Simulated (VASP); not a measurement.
Wanted: the native input for a VASP 6.6.1 run.

| Quantity | Value |
| --- | --- |
| Task | relaxation of the atoms |
| Functional | PBE |
| Dispersion | D3(BJ) |
| Potentials or basis | VASP PAW PBE potentials, release 64 (Sn_d, O) |
| Cutoff | 520 eV |
| k mesh | 6 × 6 × 1 |
| Occupations | gaussian, width 0.02 eV |
| Spin | no spin polarisation |
| Dipole correction | yes |
| Further INCAR settings | ALGO = Normal; EDIFF = 1e-07; IBRION = 2; EDIFFG = -0.05; NSW = 60 |

The structure of SnO lies in POSCAR:

```
SnO
1.0
    3.9733815012     -0.0000150077      0.0000000000
    0.0000150821      3.9733815012      0.0000000000
    0.0000000000      0.0000000000     30.6349243850
Sn O
2 2
Direct
    0.7499972365      0.2500027635      0.4614157227
    0.2499972364      0.7500027635      0.5385842773
    0.2499972364      0.2500027636      0.5000000000
    0.7499972365      0.7500027636      0.5000000000
```

One way to write it, as run:

INCAR

```
SYSTEM = SnO
  ALGO = Normal
  DIPOL = 0.5 0.5 0.500
  EDIFF = 1E-7
  EDIFFG = -0.05
  ENCUT = 520
  GGA = PE
  IBRION = 2
  IDIPOL = 3
  ISIF = 2
  ISMEAR = 0
  IVDW = 12
  LASPH = .True.
  LCHARG = .False.
  LDIPOL = .True.
  LREAL = .False.
  LWAVE = .False.
  NELM = 100
  NSW = 60
  PREC = Accurate
  SIGMA = 0.02
```

KPOINTS

```
k-points
0
Gamma
  6 6 1
  0 0 0
```

Potentials or basis: VASP PAW PBE potentials, release 64 (Sn_d, O).

Command:

```sh
$ cat potpaw_PBE.64/Sn_d/POTCAR potpaw_PBE.64/O/POTCAR > POTCAR
$ mpirun -np 1 vasp_std > vasp.out
```

Results of the run:

* Energy gained by relaxing: 8.3 meV/atom
* Ionic steps: 3
* Band gap on the k mesh: 2.52 eV, indirect (least direct gap 2.53 eV)
* Dispersion energy per atom: -0.127 eV

Caveat: spin-orbit coupling is left out, which moves the levels of the heavy elements.

Run time: 8.2 min on 1 thread of Intel(R) Xeon(R) Platinum 8375C CPU @ 2.90GHz (Ice Lake), with other jobs on the host, peak memory 0.59 GiB.
